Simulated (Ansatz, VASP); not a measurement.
# Sn: VASP beside Ansatz

Contents of INCAR:

```
  PREC = Accurate
  ENCUT = 520
  EDIFF = 1E-7
  ISMEAR = 0
  SIGMA = 0.15
  LREAL = False
  LASPH = True
  NELM = 60
  ALGO = Fast
  ISIF = 2
  LWAVE = False
  LCHARG = False
  GGA = PS
  NBANDS = 13
```

KPOINTS

```
Automatic mesh
0
Gamma
  20 20 20
```

File POSCAR:

```
Sn
1.0
   -1.7697024750      1.8199356750      2.3383420000
    1.7697024750     -1.8199356750      2.3383420000
    1.7697024750      1.8199356750     -2.3383420000
Sn
1
Direct
    0.0000000000      0.0000000000      0.0000000000
```

Input for Ansatz:

```yaml
crystal:
  lattice:
    - [-1.769702475, 1.819935675, 2.338342]
    - [1.769702475, -1.819935675, 2.338342]
    - [1.769702475, 1.819935675, -2.338342]
  atoms:
    - { symbol: Sn, position: [0.0, 0.0, 0.0] }
basis:
  ecutwfc: 420
kpoints:
  mp_grid: { grid: [20, 20, 20] }
hamiltonian:
  xc: pbesol
scf:
  occupations: { method: gaussian, width: 0.15 }
output:
  forces: true
  stress: true
  eigenvalues: true
```

Change from the starting cell: strain +0.0250 x Voigt [1, 1, 0, 0, 0, 0], atoms carried along.

Alike in both runs: task single point; functional PBEsol; k mesh 20 × 20 × 20; occupations gaussian, width 0.15 eV; no spin polarisation.

|  | VASP | Ansatz |
| --- | --- | --- |
| version | VASP 6.6.1 | Ansatz 0.2.0 |
| potentials or method | VASP PAW PBE potentials, release 64 (Sn_d), cutoff 520 eV | scalar-relativistic, plane waves, PAW |
| valence electrons in the cell | 14 | 14 |

|  | VASP | Ansatz | Ansatz less VASP |
| --- | --- | --- | --- |
| gap on the k mesh at the Fermi level (eV) | none | none | - |
| pressure (GPa) | -5.3 | -5.3 | +0.06 |
| traceless stress, the component that is largest in VASP (GPa) | -0.33 | -0.33 | 0.000 |

VASP's potentials were made for PBE, not for PBEsol. A gap of «none» marks a metal or a gap that the smearing closes.
